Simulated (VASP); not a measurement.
# GaAs (F-43m) in VASP: settings compared, part 2 of 2

VASP 6.6.1. Earlier steps stand in the parts before.

## 5. Relaxation of cell and atoms, r2SCAN

The input, POSCAR:

```
GaAs
1.0
    0.0000000000      2.8268500000      2.8268500000
    2.8268500000      0.0000000000      2.8268500000
    2.8268500000      2.8268500000      0.0000000000
Ga As
1 1
Direct
    0.0000000000      0.0000000000      0.0000000000
    0.2500000000      0.2500000000      0.2500000000
```

The input, INCAR.step1:

```
SYSTEM = GaAs
PREC = Accurate
ENCUT = 600
ISMEAR = -1
SIGMA = 0.02
LREAL = .False.
LASPH = .True.
NELM = 80
GGA = PE
ALGO = Normal
EDIFF = 1E-4
LWAVE = .True.
LCHARG = .False.
```

The input, INCAR.step2:

```
SYSTEM = GaAs
PREC = Accurate
ENCUT = 600
EDIFF = 1E-7
ISMEAR = -1
SIGMA = 0.02
LREAL = .False.
LASPH = .True.
NELM = 80
ALGO = Normal
ISIF = 3
LWAVE = .False.
LCHARG = .False.
METAGGA = R2SCAN
LMIXTAU = .True.
IBRION = 2
NSW = 80
EDIFFG = -0.01
ISTART = 1
```

The input, KPOINTS:

```
Automatic mesh
0
Gamma
  8 8 8
  0 0 0
```

Potentials or basis: VASP PAW PBE potentials, release 64 (Ga_d, As).

Started as:

```sh
$ cat potpaw_PBE.64/Ga_d/POTCAR potpaw_PBE.64/As/POTCAR > POTCAR
$ cp INCAR.step1 INCAR
$ mpirun -np 1 vasp_std > vasp.out
$ cp INCAR.step2 INCAR
$ mpirun -np 1 vasp_std > vasp.out
```

It took 2.8 min on 1 thread of Intel Xeon 6975P-C (Granite Rapids), shared host; peak memory 0.2 GiB.

Results (log left out):

```
Free energy                           : -27.0540 eV
Relaxed volume                        : 22.76 Å³/atom
Relaxed cell                          : a = 4.008 Å, b = 4.008 Å, c = 4.008 Å, α = 60.00°, β = 60.00°, γ = 60.00°
Space group after relaxing (to 0.1 Å) : F-43m (No. 216)
Energy gained by relaxing             : 0.3 meV/atom
Ionic steps                           : 3
Pressure after relaxing               : 0.0 GPa
Band gap on the k mesh                : 0.94 eV
```

Step by step:
```tsv
step	energy change (eV)	largest force (eV/Å)	pressure (GPa)	volume (Å³)
1	0.0000	0.0000	0.57	45.18
2	-0.0004	0.0000	-0.28	45.71
3	-0.0006	0.0000	0.04	45.51
```

Final structure:
```cif
data_structure
_symmetry_space_group_name_H-M 'P 1'
_symmetry_Int_Tables_number 1
_cell_length_a 4.0075
_cell_length_b 4.0075
_cell_length_c 4.0075
_cell_angle_alpha 60.000
_cell_angle_beta 60.000
_cell_angle_gamma 60.000
_cell_volume 45.51
loop_
_atom_site_label
_atom_site_type_symbol
_atom_site_fract_x
_atom_site_fract_y
_atom_site_fract_z
_atom_site_occupancy
Ga1 Ga 0.00000 0.00000 0.00000 1
As1 As 0.25000 0.25000 0.25000 1
```

Levels at points of the mesh, in eV from the valence-band top:
| k point | band 5 | band 6 | band 7 | band 8 | band 9 | band 10 | band 11 | band 12 | band 13 |
| --- | --- | --- | --- | --- | --- | --- | --- | --- | --- |
| (0.00, 0.00, 0.00) | -15.14 | -13.16 | 0.00 | 0.00 | 0.00 | 0.94 | 4.04 | 4.04 | 4.04 |
| (0.50, 0.00, 0.00) | -15.13 | -11.33 | -6.77 | -1.17 | -1.17 | 1.34 | 4.98 | 4.98 | 8.28 |
| (0.50, 0.50, 0.00) | -15.12 | -10.56 | -6.96 | -2.75 | -2.75 | 1.77 | 1.95 | 10.80 | 10.80 |

Caveat: the PAW data sets were made with another functional, which shifts forces and pressure a little. r2SCAN opens gaps a little over a GGA but as a rule still falls short of measured ones.

## 6. Relaxation of the atoms, r2SCAN

This run uses another cell than the first one, of 21.36 Å³/atom.

The input, POSCAR:

```
GaAs
1.0
    0.0000000000      2.7748161200      2.7748161200
    2.7748161200      0.0000000000      2.7748161200
    2.7748161200      2.7748161200      0.0000000000
Ga As
1 1
Direct
    0.0000000000      0.0000000000      0.0000000000
    0.2500000000      0.2500000000      0.2500000000
```

INCAR.step1: that of step 5 with these lines changed.

```diff
@@ -2,3 +2,3 @@
 PREC = Accurate
-ENCUT = 600
+ENCUT = 520
 ISMEAR = -1
@@ -7,3 +7,3 @@
 LASPH = .True.
-NELM = 80
+NELM = 100
 GGA = PE
```

The input, INCAR.step2:

```
SYSTEM = GaAs
PREC = Accurate
ENCUT = 520
EDIFF = 1E-6
ISMEAR = -1
SIGMA = 0.02
LREAL = .False.
LASPH = .True.
NELM = 100
ALGO = Normal
ISIF = 2
LWAVE = .False.
LCHARG = .False.
METAGGA = R2SCAN
LMIXTAU = .True.
IBRION = 2
NSW = 50
EDIFFG = -0.01
ISTART = 1
```

The input, KPOINTS:

```
regular mesh
0
Gamma
  8 8 8
  0 0 0
```

Potentials or basis: VASP PAW PBE potentials, release 64 (Ga_d, As).

Started as:

```sh
$ cat potpaw_PBE.64/Ga_d/POTCAR potpaw_PBE.64/As/POTCAR > POTCAR
$ cp INCAR.step1 INCAR
$ mpirun -np 1 vasp_std > vasp.out
$ cp INCAR.step2 INCAR
$ mpirun -np 1 vasp_std > vasp.out
```

It took 68 s on 1 thread of Intel Xeon 6975P-C (Granite Rapids), shared host; peak memory 0.18 GiB.

Results (log left out):

```
Free energy             : -27.0089 eV
Pressure after relaxing : 5.4 GPa
Band gap on the k mesh  : 1.45 eV
```

Final structure:
```xyz
2
Lattice="0.0000 2.7748 2.7748 2.7748 0.0000 2.7748 2.7748 2.7748 0.0000" Properties=species:S:1:pos:R:3 pbc="T T T"
Ga    0.0000    0.0000    0.0000
As    1.3874    1.3874    1.3874
```

Levels at points of the mesh, in eV from the valence-band top:
```
           k point  band 5  band 6  band 7  band 8  band 9  band 10  band 11  band 12  band 13
(0.00, 0.00, 0.00)  -15.24  -13.64    0.00    0.00    0.00     1.45     4.05     4.05     4.05
(0.50, 0.00, 0.00)  -15.23  -11.60   -7.15   -1.28   -1.28     1.54     5.00     5.00     8.36
(0.50, 0.50, 0.00)  -15.22  -10.75   -7.28   -2.99   -2.99     1.65     1.92    11.33    11.33
```

Caveat: the relaxation stopped at its first step, so nothing moved; the PAW data sets were made with another functional, which shifts forces and pressure a little. r2SCAN opens gaps a little over a GGA but as a rule still falls short of measured ones.

## 7. Relaxation of the atoms, r2SCAN

This run uses another cell than the first one, of 21.82 Å³/atom.

The input, POSCAR:

```
GaAs
1.0
    0.0000000000      2.7943577300      2.7943577300
    2.7943577300      0.0000000000      2.7943577300
    2.7943577300      2.7943577300      0.0000000000
Ga As
1 1
Direct
    0.0000000000      0.0000000000      0.0000000000
    0.2500000000      0.2500000000      0.2500000000
```

The input, INCAR.step1:

```
PREC     = Accurate       # precision mode
ENCUT    = 520            # plane-wave cutoff, eV
ISMEAR   = -1             # smearing method
SIGMA    = 0.02           # smearing width, eV
LREAL    = False          # projectors in reciprocal space
LASPH    = True           # aspherical terms in the spheres
NELM     = 60             # most SCF steps
GGA      = PE             # functional
ALGO     = Normal         # electronic algorithm
EDIFF    = 1E-4           # SCF threshold, eV
LWAVE    = True           # write WAVECAR
LCHARG   = False          # write CHGCAR
```

The input, INCAR.step2:

```
PREC     = Accurate       # precision mode
ENCUT    = 520            # plane-wave cutoff, eV
EDIFF    = 1E-7           # SCF threshold, eV
ISMEAR   = -1             # smearing method
SIGMA    = 0.02           # smearing width, eV
LREAL    = False          # projectors in reciprocal space
LASPH    = True           # aspherical terms in the spheres
NELM     = 60             # most SCF steps
ALGO     = Normal         # electronic algorithm
ISIF     = 2              # what is computed and relaxed
LWAVE    = False          # write WAVECAR
LCHARG   = False          # write CHGCAR
METAGGA  = R2SCAN         # meta-GGA
LMIXTAU  = True         
IBRION   = 2              # ionic algorithm
NSW      = 50             # ionic steps
EDIFFG   = -0.01          # ionic threshold
ISTART   = 1
```

The input, KPOINTS:

```
Automatic mesh
0
Gamma
  8 8 8
```

Potentials or basis: VASP PAW PBE potentials, release 64 (Ga_d, As).

Started as:

```sh
$ cat potpaw_PBE.64/Ga_d/POTCAR potpaw_PBE.64/As/POTCAR > POTCAR
$ cp INCAR.step1 INCAR
$ mpirun -np 1 vasp_std > vasp.out
$ cp INCAR.step2 INCAR
$ mpirun -np 1 vasp_std > vasp.out
```

OUTCAR:

```text
PREC = Accurate
   ENCUT = 520
   EDIFF = 1E-7
   ISMEAR = -1
   LREAL = False
   LASPH = True
   NELM = 60
   ISIF = 2
   METAGGA = R2SCAN
   IBRION = 2
   NSW = 50
   EDIFFG = -0.01
   ISTART = 1

 ion  position               nearest neighbor table
   1  0.000  0.000  0.000-   2 2.42   2 2.42   2 2.42   2 2.42
   2  0.250  0.250  0.250-   1 2.42   1 2.42   1 2.42   1 2.42

  LATTYP: Found a face centered cubic cell.
 ALAT       =     5.5887154600
[... 576 lines left out ...]

  FORCE on cell =-STRESS in cart. coord.  units (eV):
  Direction    XX          YY          ZZ          XY          YZ          ZX
  --------------------------------------------------------------------------------------
  -------------------------------------------------------------------------------------
  Total        0.9369895      0.9369895      0.9369895      0.0000000      0.0000000     -0.0000000
  in kB       34.4008590     34.4008590     34.4008590      0.0000000      0.0000000     -0.0000000
  external PRESSURE =      34.4008590 kB  Pullay stress =       0.0000000 kB

 VOLUME and BASIS-vectors are now :
 -----------------------------------------------------------------------------
  energy-cutoff  :      520.00
  volume of cell :       43.64
      direct lattice vectors                 reciprocal lattice vectors
     0.000000000  2.794357730  2.794357730    -0.178931994  0.178931994  0.178931994
     2.794357730  0.000000000  2.794357730     0.178931994 -0.178931994  0.178931994
     2.794357730  2.794357730  0.000000000     0.178931994  0.178931994 -0.178931994

 POSITION                                       TOTAL-FORCE (eV/Angst)
 -----------------------------------------------------------------------------------
      0.00000      0.00000      0.00000        -0.000000     -0.000000     -0.000000
      1.39718      1.39718      1.39718         0.000000      0.000000      0.000000
 -----------------------------------------------------------------------------------
    total drift:                                0.000002      0.000002      0.000002

  FREE ENERGIE OF THE ION-ELECTRON SYSTEM (eV)
  ---------------------------------------------------
  free  energy   TOTEN  =       -27.0337193643 eV

  energy  without entropy=      -27.0337193643  energy(sigma->0) =      -27.03371936

 reached required accuracy - stopping structural energy minimisation
```

OUTCAR.step1:

```text
PREC = Accurate
   ENCUT = 520
   ISMEAR = -1
   LREAL = False
   LASPH = True
[... 605 lines left out ...]
      0.00000      0.00000      0.00000        -0.000000     -0.000000     -0.000000
      1.39718      1.39718      1.39718         0.000000      0.000000      0.000000
 -----------------------------------------------------------------------------------
    total drift:                                0.000002      0.000002      0.000002

  FREE ENERGIE OF THE ION-ELECTRON SYSTEM (eV)
  ---------------------------------------------------
  free  energy   TOTEN  =        -8.2003859067 eV

  energy  without entropy=       -8.2003859067  energy(sigma->0) =       -8.20038591
```

Run time: 78 s. Hardware: 1 thread of Intel Xeon 6975P-C (Granite Rapids), shared host; peak memory 0.17 GiB.

Results:

```yaml
Free_energy: -27.0337 eV
Pressure_after_relaxing: 3.4 GPa
Band_gap_on_the_k_mesh: 1.28 eV
```

Final structure:
```
Ga As
1.0
     0.00000    2.79436    2.79436
     2.79436    0.00000    2.79436
     2.79436    2.79436    0.00000
Ga As
1 1
Direct
  0.00000 0.00000 0.00000
  0.25000 0.25000 0.25000
```

Caveat: the relaxation stopped at its first step, so nothing moved; the PAW data sets were made with another functional, which shifts forces and pressure a little. A k mesh can miss the band edges.

## 8. The runs side by side

| task | level | potentials or basis | cell | cutoff (eV) | gap on the mesh (eV) | pressure (GPa) | relaxed volume (Å³/atom) |
| --- | --- | --- | --- | --- | --- | --- | --- |
| relaxation of cell and atoms | PBE | VASP PAW PBE potentials, release 64 (Ga_d, As) | relaxed from a = 3.998 Å, angles 60.0°, 2 atoms | 600 | 0.15 | 0.0 | 23.76 |
| relaxation of cell and atoms | PBEsol | VASP PAW PBE potentials, release 64 (Ga_d, As) | relaxed from a = 3.998 Å, angles 60.0°, 2 atoms | 600 | 0.42 | 0.0 | 22.69 |
| relaxation of cell and atoms | LDA | VASP PAW LDA potentials, release 64 (Ga_d, As) | relaxed from a = 3.998 Å, angles 60.0°, 2 atoms | 600 | 0.51 | 0.0 | 22.07 |
| relaxation of cell and atoms | r2SCAN | VASP PAW PBE potentials, release 64 (Ga_d, As) | relaxed from a = 3.998 Å, angles 60.0°, 2 atoms | 600 | 0.94 | 0.0 | 22.76 |
| relaxation of the atoms | r2SCAN | VASP PAW PBE potentials, release 64 (Ga_d, As) | atoms relaxed from a = 3.924 Å, angles 60.0°, 2 atoms | 520 | 1.45 | 5.4 | - |
| relaxation of the atoms | r2SCAN | VASP PAW PBE potentials, release 64 (Ga_d, As) | atoms relaxed from a = 3.952 Å, angles 60.0°, 2 atoms | 520 | 1.28 | 3.4 | - |

Alike in all rows: no spin polarisation; k mesh 8 × 8 × 8; smearing fermi-dirac 0.02 eV.

Caveats: the PAW data sets were made with another functional, which shifts forces and pressure a little (at least some runs); the relaxation stopped at its first step, so nothing moved (at least some runs).

Absolute energies hang on the potentials; compare differences alone.
